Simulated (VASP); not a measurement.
# H2C9 in VASP: further runs, part 2 of 2

VASP 6.6.1.

## 3. Single point, LDA

Contents of INCAR:

```
PREC = Accurate ; ENCUT = 520
EDIFF = 1E-7 ; ISMEAR = 0
SIGMA = 0.05 ; LREAL = Auto
LASPH = T ; NELM = 80
ALGO = Normal ; ISIF = 2
LWAVE = F ; LCHARG = T
LDIPOL = T ; IDIPOL = 3
DIPOL = 0.5 0.5 0.361 ; GGA = CA
LELF = T ; LVHAR = T
LVACPOTAV = T ; NBANDS = 55
```

Contents of KPOINTS:

```
Automatic mesh
0
Gamma
  10 5 1
```

Contents of POSCAR:

```
H2C9
1.0
    2.4973154970      0.0000000000      0.0000000000
    0.0000000000      4.9946309939      0.0000000000
    0.0000000000      0.0000000000     20.5658806949
C H
18 4
Direct
    0.0000000000      0.2500000000      0.2262196243
    0.0000000000      0.7500000000      0.2262196243
    0.0000000000      0.5000000000      0.2691516229
    0.0000000000      0.0000000000      0.2691516229
    0.5000000000      0.5000000000      0.3120836215
    0.5000000000      0.0000000000      0.3120836215
    0.5000000000      0.7500000000      0.3550156201
    0.5000000000      0.2500000000      0.3550156201
    0.0000000000      0.7525902792      0.3985257241
    0.0000000000      0.2472520967      0.3995535382
    0.0000000000     -0.0070905939      0.4465232118
    0.0000000000      0.5044767479      0.4396583664
    0.5000000000     -0.0090066186      0.4929815753
    0.5000000000      0.5099493992      0.4812593093
    0.5000000000      0.2585865367      0.5278600570
    0.5000000000      0.7229283991      0.5392713234
    0.0000000000      0.3616318086      0.5546335562
    0.0000000000      0.6255994371      0.5820089946
   -0.2843917683      0.2504266612      0.1890712551
    0.2843917683      0.2504266612      0.1890712551
    0.2843917683      0.7495733388      0.1890712551
   -0.2843917683      0.7495733388      0.1890712551
```

Potentials or basis: VASP PAW LDA potentials, release 64 (C, H).

Started as:

```sh
cat potpaw_LDA.64/C/POTCAR potpaw_LDA.64/H/POTCAR > POTCAR
mpirun -np 1 vasp_std > vasp.out
```

OUTCAR:

```text
PREC = Accurate
   ENCUT = 520
   EDIFF = 1E-7
   ISMEAR = 0
   LREAL = Auto
   LASPH = T
   NELM = 80
   ISIF = 2
   GGA = CA

 ion  position               nearest neighbor table
   1  0.000  0.250  0.226-  19 1.04  20 1.04   3 1.53   4 1.53
   2  0.000  0.750  0.226-  21 1.04  22 1.04   3 1.53   4 1.53
   3  0.000  0.500  0.269-   1 1.53   2 1.53   5 1.53   5 1.53
   4  0.000  0.000  0.269-   1 1.53   2 1.53   6 1.53   6 1.53
   5  0.500  0.500  0.312-   7 1.53   8 1.53   3 1.53   3 1.53
   6  0.500  0.000  0.312-   7 1.53   8 1.53   4 1.53   4 1.53
[... 8 lines left out ...]
  15  0.500  0.259  0.528-  17 1.46  17 1.46  13 1.52  14 1.58
  16  0.500  0.723  0.539-  14 1.60  18 1.60  18 1.60  13 1.64
  17  0.000  0.362  0.555-  18 1.43  15 1.46  15 1.46
  18  0.000  0.626  0.582-  17 1.43  16 1.60  16 1.60
  19  0.716  0.250  0.189-   1 1.04
  20  0.284  0.250  0.189-   1 1.04
  21  0.284  0.750  0.189-   2 1.04
  22  0.716  0.750  0.189-   2 1.04

  LATTYP: Found a simple orthorhombic cell.
 ALAT       =     2.4973154970
 B/A-ratio  =     2.0000000000
 C/A-ratio  =     8.2351952405

  Lattice vectors:

 A1 = (   2.4973154970,   0.0000000000,   0.0000000000)
 A2 = (   0.0000000000,   4.9946309939,   0.0000000000)
 A3 = (   0.0000000000,   0.0000000000,  20.5658806949)

Analysis of symmetry for initial positions (statically):
=====================================================================
 Subroutine PRICEL returns:
 Original cell was already a primitive cell.

 Routine SETGRP: Setting up the symmetry group for a
 simple orthorhombic supercell.

 Subroutine GETGRP returns: Found  2 space group operations
 (whereof  2 operations were pure point group operations)
 out of a pool of  8 trial point group operations.

The static configuration has the point symmetry C_1h.

Analysis of symmetry for dynamics (positions and initial velocities):
=====================================================================
 Subroutine PRICEL returns:
 Original cell was already a primitive cell.

 Routine SETGRP: Setting up the symmetry group for a
 simple orthorhombic supercell.

 Subroutine GETGRP returns: Found  2 space group operations
 (whereof  2 operations were pure point group operations)
 out of a pool of  8 trial point group operations.

The dynamic configuration has the point symmetry C_1h.

 Subroutine INISYM returns: Found  2 space group operations
 (whereof  2 operations are pure point group operations),
 and found     1 'primitive' translations

----------------------------------------------------------------------------------------

                                     Primitive cell

  volume of cell :     256.5217

  direct lattice vectors                    reciprocal lattice vectors
     2.497315497  0.000000000  0.000000000     0.400429982  0.000000000  0.000000000
     0.000000000  4.994630994  0.000000000     0.000000000  0.200214991  0.000000000
     0.000000000  0.000000000 20.565880695     0.000000000  0.000000000  0.048624225

  length of vectors
[... 83 lines left out ...]
  0.400000  0.000000  0.000000      2.000000
  0.500000  0.000000  0.000000      1.000000
[... 10 lines left out ...]
  0.400000  0.400000  0.000000      4.000000
  0.500000  0.400000  0.000000      2.000000
   k-points           NKPTS =     18   k-points in BZ     NKDIM =     18   number of bands    NBANDS=     55
   number of dos      NEDOS =    301   number of ions     NIONS =     22
   total plane-waves  NPLWV = 128000
   dimension x,y,z NGX =    20 NGY =   40 NGZ =  160
   dimension x,y,z NGXF=    40 NGYF=   80 NGZF=  320
   ions per type =              18   4
   NGX,Y,Z   is equivalent  to a cutoff of  13.31, 13.31, 12.93 a.u.
   NGXF,Y,Z  is equivalent  to a cutoff of  26.63, 26.63, 25.87 a.u.
 SYSTEM =  unknown system
   PREC   = accura    normal or accurate (medium, high low for compatibility)
   ISTART =      0    job   : 0-new  1-cont  2-samecut
   ICHARG =      2    charge: 1-file 2-atom 10-const
   ISPIN  =      1    spin polarized calculation?
   LNONCOLLINEAR =      F non collinear calculations
   LSORBIT =      F    spin-orbit coupling
   LASPH  =      T    aspherical Exc in radial PAW
   ENCUT  =  520.0 eV  38.22 Ry    6.18 a.u.   4.64  9.29 38.24*2*pi/ulx,y,z
   NELM   =     80;   NELMIN=  2; NELMDL= -5     # of ELM steps
   EDIFF  = 0.1E-06   stopping-criterion for ELM
   LREAL  =      T    real-space projection
   EDIFFG = 0.1E-05   stopping-criterion for IOM
   NSW    =      0    number of steps for IOM
   IBRION =     -1    ionic relax: 0-MD 1-quasi-New 2-CG
   NFREE  =      0    steps in history (QN), initial steepest desc. (CG)
   ISIF   =      2    stress and relaxation
   ISYM   =      2    0-nonsym 1-usesym 2-fastsym
   POTIM  = 0.5000    time-step for ionic-motion
   TEBEG  =    0.0;   TEEND  =   0.0 temperature during run
   PSTRESS=    0.0 pullay stress
   NELECT =      76.0000    total number of electrons
   NUPDOWN=      -1.0000    fix difference up-down
   EMIN   =  10.00;   EMAX   =-10.00  energy-range for DOS
   EFERMI =   0.00;   METHOD = LEGACY
   ISMEAR =     0;   SIGMA  =   0.05  broadening in eV -4-tet -1-fermi 0-gaus
   EFERMI_NEDOS =   21; number of points for ismear=-14 and -15
   IALGO  =     38    algorithm
   IMIX   =      4    mixing-type and parameters
     AMIX     =   0.40;   BMIX     =  1.00
     AMIX_MAG =   1.60;   BMIX_MAG =  1.00
  volume/ion in A,a.u.               =      11.66        78.69
  Fermi-wavevector in a.u.,A,eV,Ry     =   1.091368  2.062387 16.205691  1.191085
  Thomas-Fermi vector in A             =   2.227612
   LORBIT       =      0    0 simple, 1 ext, 2 COOP (PROOUT), +10 PAW based schemes
   GGA     = CA    functional components
   LHFCALC =     F    Hartree Fock is set to
   AEXX    =    0.0000 exact exchange contribution
   IVDW    =     0    specifies the selected vdW correction
   LEPSILON=     F    determine dielectric tensor
   LRPA    =     F    only Hartree local field effects (RPA)
 non-spin polarized calculation
 Gauss-broadening in eV      SIGMA  =   0.05
  energy-cutoff  :      520.00
  volume of cell :      256.52
 maximum number of plane-waves:      6975
 NGX is ok and might be reduce to    20
   NGX =  9   NGY = 19   NGZ = 77

 dipolmoment           0.000000      0.000000     -0.000129 electrons x Angstroem

 number of electron      76.0000013 magnetization

 dipolmoment           0.000000      0.000000      0.327735 electrons x Angstroem

 Free energy of the ion-electron system (eV)
  ---------------------------------------------------
  ext. energy  EPLUGINS =         0.00000000
  ---------------------------------------------------
  free energy    TOTEN  =      -186.76497936 eV

  energy without entropy =     -186.76497936  energy(sigma->0) =     -186.76497936

 E-fermi :   2.1263     XC(G=0):  -6.6222

 val. band max:        1.9155725381   @ k =   0.0000   0.0000   0.0000
 cond. band min:       3.0230368026   @ k =   0.0000   0.0000   0.0000
 fundamental gap:      1.1074642644
 Fermi energy:         2.1263241205

 k-point     1 :       0.0000    0.0000    0.0000
  band No.  band energies     occupation
      1     -19.8175      2.00000
      2     -18.9363      2.00000
      3     -17.2927      2.00000
      4     -15.3130      2.00000
      5     -15.1871      2.00000
      6     -15.0982      2.00000
[... 943 lines left out ...]
     49       9.1095      0.00000
     50       9.4573      0.00000
 [bands above 50 left out]

------------------------ aborting loop because EDIFF is reached ----------------------------------------

  FORCE on cell =-STRESS in cart. coord.  units (eV):
  Direction    XX          YY          ZZ          XY          YZ          ZX
  --------------------------------------------------------------------------------------
  -------------------------------------------------------------------------------------
  Total       33.1501031     -2.5662068    -13.7007753      0.0000000      0.0131774      0.0000000
  in kB      207.0481402    -16.0279542    -85.5719827      0.0000000      0.0823032      0.0000000
  external PRESSURE =      35.1494011 kB  Pullay stress =       0.0000000 kB

 VOLUME and BASIS-vectors are now :
 -----------------------------------------------------------------------------
  energy-cutoff  :      520.00
  volume of cell :      256.52
      direct lattice vectors                 reciprocal lattice vectors
     2.497315497  0.000000000  0.000000000     0.400429982  0.000000000  0.000000000
     0.000000000  4.994630994  0.000000000     0.000000000  0.200214991  0.000000000
     0.000000000  0.000000000 20.565880695     0.000000000  0.000000000  0.048624225

 POSITION                                       TOTAL-FORCE (eV/Angst)
 -----------------------------------------------------------------------------------
      0.00000      1.24866      4.65241         0.000000      0.000624      1.903276
      0.00000      3.74597      4.65241         0.000000     -0.001932      1.916097
      0.00000      2.49732      5.53534         0.000000     -0.020375     -1.782571
      0.00000      0.00000      5.53534         0.000000      0.019897     -1.820151
      1.24866      2.49732      6.41827         0.000000      0.009571      0.227845
      1.24866      0.00000      6.41827         0.000000     -0.003593     -0.068336
[... 14 lines left out ...]
      0.71022      3.74384      3.88842         0.034898      0.000365     -0.035471
      1.78710      3.74384      3.88842        -0.034898      0.000365     -0.035471
 -----------------------------------------------------------------------------------
    total drift:                                0.000000      0.005797      0.001234

  FREE ENERGIE OF THE ION-ELECTRON SYSTEM (eV)
  ---------------------------------------------------
  free  energy   TOTEN  =      -186.7649793622 eV

  energy  without entropy=     -186.7649793622  energy(sigma->0) =     -186.76497936

 vacuum level on the upper side and lower side of the slab         8.449         3.694
```

Wall time 6 min (1 thread of Intel Xeon 6975P-C (Granite Rapids), shared host); peak memory 0.37 GiB.

What came out:

```yaml
Free_energy: -186.7650 eV
Largest_force: 6.098 eV/Å
Band_gap_on_the_k_mesh: 1.11 eV
```

Forces in eV/Å, atoms in the order of the input:
```
C    0.000  0.001  1.903
C    0.000 -0.002  1.916
C    0.000 -0.020 -1.783
C    0.000  0.020 -1.820
C    0.000  0.010  0.228
C    0.000 -0.004 -0.068
C    0.000  0.775  0.365
C    0.000 -0.779  0.995
C    0.000  0.013 -0.002
C    0.000 -0.010  0.015
C    0.000  0.005  0.010
C    0.000 -0.003 -0.003
C    0.000 -0.021  0.020
C    0.000  0.014  0.001
C    0.000 -0.039  0.010
C    0.000  0.050 -0.007
C    0.000 -0.047  4.461
C    0.000  0.039 -6.098
H   -0.035 -0.001 -0.036
H    0.035 -0.001 -0.036
H    0.035  0.000 -0.035
H   -0.035  0.000 -0.035
```

## 4. Single point, LDA

Contents of INCAR:

```
SYSTEM = H2C9
ALGO     = Normal         ! electronic algorithm
DIPOL    = 0.5 0.5 0.363
EDIFF    = 1E-6           ! SCF threshold, eV
ENCUT    = 520            ! plane-wave cutoff, eV
IDIPOL   = 3            
ISIF     = 2              ! what is computed and relaxed
ISMEAR   = 0              ! smearing method
LASPH    = .True.         ! aspherical terms in the spheres
LCHARG   = .False.        ! write CHGCAR
LDIPOL   = .True.       
LREAL    = Auto         
LWAVE    = .False.        ! write WAVECAR
NBANDS   = 55             ! bands
NELM     = 80             ! most SCF steps
PREC     = Accurate       ! precision mode
SIGMA    = 0.05           ! smearing width, eV
```

Contents of KPOINTS:

```
k-points
0
Gamma
  10 5 1
  0 0 0
```

Contents of POSCAR:

```
H2C9
1.0
    2.4973154970      0.0000000000      0.0000000000
    0.0000000000      4.9946309939      0.0000000000
    0.0000000000      0.0000000000     20.5658806949
C H
18 4
Direct
    0.0000000000      0.2500000000      0.2262196243
    0.0000000000      0.7500000000      0.2262196243
    0.0000000000      0.5000000000      0.2691516229
    0.0000000000      0.0000000000      0.2691516229
    0.5000000000      0.5000000000      0.3120836215
    0.5000000000      0.0000000000      0.3120836215
    0.5000000000      0.7500000000      0.3550156201
    0.5000000000      0.2500000000      0.3550156201
    0.0000000000      0.7521127436      0.4005557609
    0.0000000000      0.2478071525      0.4009476639
    0.0000000000     -0.0032416249      0.4492941622
    0.0000000000      0.5018308557      0.4430095536
    0.5000000000     -0.0038908169      0.4971064189
    0.5000000000      0.5045815518      0.4857235362
    0.5000000000      0.2644076818      0.5357776580
    0.5000000000      0.7264246366      0.5414014780
    0.0000000000      0.3600522581      0.5684914602
    0.0000000000      0.6342217109      0.5820089946
   -0.2843917683      0.2504266612      0.1890712551
    0.2843917683      0.2504266612      0.1890712551
    0.2843917683      0.7495733388      0.1890712551
   -0.2843917683      0.7495733388      0.1890712551
```

Started as:

```sh
cat potpaw_LDA.64/C/POTCAR potpaw_LDA.64/H/POTCAR > POTCAR
mpirun -np 1 vasp_std > vasp.out
```

Run time: 5.7 min. Hardware: 1 thread of Intel Xeon 6975P-C (Granite Rapids), shared host; peak memory 0.36 GiB.

It converged, with:

```yaml
Free_energy: -187.4502 eV
Largest_force: 4.524 eV/Å
Band_gap_on_the_k_mesh: 0.96 eV (least direct gap 1.05 eV)
```

Forces in eV/Å, atoms in the order of the input:
```
C    0.000  0.004  1.912
C    0.000 -0.004  1.917
C    0.000 -0.007 -1.777
C    0.000  0.007 -1.807
C    0.000  0.006  0.445
C    0.000 -0.001  0.204
C    0.000  0.646  1.590
C    0.000 -0.656  1.809
C    0.000  0.006 -0.021
C    0.000 -0.018  0.011
C    0.000  0.005  0.007
C    0.000 -0.008 -0.001
C    0.000 -0.024 -0.009
C    0.000  0.021 -0.020
C    0.000 -0.036  0.009
C    0.000  0.055  0.003
C    0.000 -0.064  0.398
C    0.000  0.066 -4.524
H   -0.035 -0.001 -0.036
H    0.035 -0.001 -0.036
H    0.035  0.002 -0.036
H   -0.035  0.002 -0.036
```

Levels at points of the mesh, in eV from the valence-band top:
```
           k point  band 36  band 37  band 38  band 39  band 40  band 41
(0.00, 0.00, 0.00)    -0.88    -0.60     0.00     1.05     1.79     2.93
(0.50, 0.00, 0.00)    -2.78    -2.27    -2.01     0.96     3.68     3.87
```

## 5. The runs side by side

| cell | gap on the mesh (eV) | largest force (eV/Å) |
| --- | --- | --- |
| as given, atomic positions A | 1.15 | 5.90 |
| as given, atomic positions B | 1.11 | 6.10 |
| as given, atomic positions C | 0.96 | 4.52 |

Alike in all rows: task single point; level LDA; potentials or basis VASP PAW LDA potentials, release 64 (C, H); no spin polarisation; k mesh 10 × 5 × 1; cutoff (eV) 520; smearing gaussian 0.05 eV.

Total energies depend on the potentials used, so only differences within one code and one set of settings carry meaning.
